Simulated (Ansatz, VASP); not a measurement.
## One calculation of SiC, two programs

The input INCAR:

```
PREC = Accurate ; ENCUT = 520
EDIFF = 1E-6 ; ISMEAR = -1
SIGMA = 0.02 ; LREAL = F
LASPH = T ; NELM = 100
ALGO = Normal ; ISIF = 2
LWAVE = F ; LCHARG = F
LDIPOL = T ; IDIPOL = 3
DIPOL = 0.5 0.5 0.500 ; GGA = CA
NBANDS = 26
```

Contents of KPOINTS:

```
regular mesh
0
Gamma
  8 5 1
```

Contents of POSCAR:

```
SiC
1.0
    3.0563831055      0.0000000000      0.0000000000
    0.0000000000      5.0156571925      0.0000000000
    0.0000000000      0.0000000000     19.5292000000
Si C
4 4
Direct
    0.0000000000      0.5849831755      0.4240488214
    0.5000000000      0.0589084385      0.4482335586
    0.5000000000      0.5589086724      0.5517656569
    0.0000000000      0.0849846043      0.5759510605
    0.0000000000      0.9274150262      0.4140392509
    0.5000000000      0.4286918660      0.4522992790
    0.5000000000      0.9286923930      0.5477016040
    0.0000000000      0.4274158241      0.5859607686
```

Input for Ansatz:

```yaml
crystal:
  lattice:
    - [3.0563831055, 0.0, 0.0]
    - [0.0, 5.0156571925, 0.0]
    - [0.0, 0.0, 19.5292]
  atoms:
    - { symbol: Si, position: [0.0, 0.5849831755, 0.4240488214] }
    - { symbol: C, position: [0.0, 0.9274150262, 0.4140392509] }
    - { symbol: Si, position: [0.5, 0.0589084385, 0.4482335586] }
    - { symbol: C, position: [0.5, 0.428691866, 0.452299279] }
    - { symbol: Si, position: [0.5, 0.5589086724, 0.5517656569] }
    - { symbol: C, position: [0.5, 0.928692393, 0.547701604] }
    - { symbol: Si, position: [0.0, 0.0849846043, 0.5759510605] }
    - { symbol: C, position: [0.0, 0.4274158241, 0.5859607686] }
  periodic: [true, true, false]
kpoints:
  mp_grid: { grid: [8, 5, 1] }
scf:
  occupations: { method: fermi_dirac, width: 0.02 }
hamiltonian:
  xc: lda
  pseudopotentials: { kind: all_electron, lapw: { basis_error: 0.001 } }
output:
  forces: true
  stress: true
  eigenvalues: true
```

Alike in both runs: task single point; functional LDA; k mesh 8 × 5 × 1; occupations fermi-dirac, width 0.02 eV; no spin polarisation.

|  | VASP | Ansatz |
| --- | --- | --- |
| version | VASP 6.6.1 | Ansatz 0.2.0 |
| potentials or method | VASP PAW LDA potentials, release 64 (Si, C), cutoff 520 eV | all-electron LAPW, scalar-relativistic |

Ansatz gave:

```
gap on the k mesh at the Fermi level (eV) : 1.29
rms of the force components (eV/Å)        : 0.003
```

Task: Estimate VASP's values.

Result: gap on the k mesh at the Fermi level (eV): 1.27; rms of the force components (eV/Å): 0.009.

LDA's correlation is that of Perdew and Zunger in VASP and of Perdew and Wang (1992) in Ansatz. Ansatz ran all-electron here, and VASP with PAW potentials. Ansatz's warnings: slab cell height set, structure snapped to symmetry.
